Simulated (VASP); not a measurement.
# MgTlBr3: single point with r2SCAN

Crystal: MgTlBr3.

```xyz
5
Lattice="5.2342 0.0000 0.0000 0.0000 5.2871 0.0000 0.0000 0.0000 5.2871" Properties=species:S:1:pos:R:3 pbc="T T T"
Tl    0.0000    0.0000    0.0000
Mg    2.6171    2.6435    2.6435
Br    2.6171    2.6435    0.0000
Br    2.6171    0.0000    2.6435
Br    0.0000    2.6435    2.6435
```

This cell differs from its parent crystal: uniaxial x strain -1.0%.

| Item | Value |
| --- | --- |
| Program | VASP 6.6.1 |
| Task | single point |
| Functional | r2SCAN |
| Potentials or basis | VASP PAW PBE potentials, release 64 (Tl_d, Mg, Br) |
| Cutoff | 520 eV |
| k mesh | 6 × 6 × 6 |
| Occupations | gaussian, width 0.01 eV |
| Spin | no spin polarisation |

The pressure is 0.2 GPa and the band gap on the k mesh is 3.64 eV (least direct gap 4.29 eV).

Stress tensor (GPa, compression positive):
```
0.44 0.00 0.00
0.00 0.06 0.00
0.00 0.00 0.06
```

Levels at points of the mesh, in eV from the valence-band top:
```
           k point  band 15  band 16  band 17  band 18  band 19  band 20  band 21  band 22
(0.00, 0.00, 0.00)    -0.86    -0.66    -0.65    -0.65     3.64     6.21     6.21     6.24
(0.50, 0.00, 0.00)    -1.06    -0.65    -0.65    -0.61     3.79     5.34     5.34     5.94
(0.00, 0.50, 0.00)    -1.05    -0.65    -0.65    -0.63     3.82     5.38     5.39     5.88
(0.50, 0.50, 0.00)    -1.28    -1.27    -1.19     0.00     4.50     5.14     5.17     7.64
(0.00, 0.50, 0.50)    -1.26    -1.21    -1.19    -0.03     4.55     5.11     5.11     7.67
(0.50, 0.50, 0.50)    -1.18    -0.03     0.00     0.00     6.11     6.11     6.12     6.62
```

It took 3.2 min on 1 thread of Intel(R) Xeon(R) 6975P-C (Granite Rapids), with other jobs on the host, peak memory 0.36 GiB.

Caveat: the cell differs from its parent crystal (uniaxial x strain -1.0%); the PAW data sets were made with another functional, which shifts forces and pressure a little; spin-orbit coupling is left out, which moves the levels of the heavy elements. A k mesh can miss the band edges.
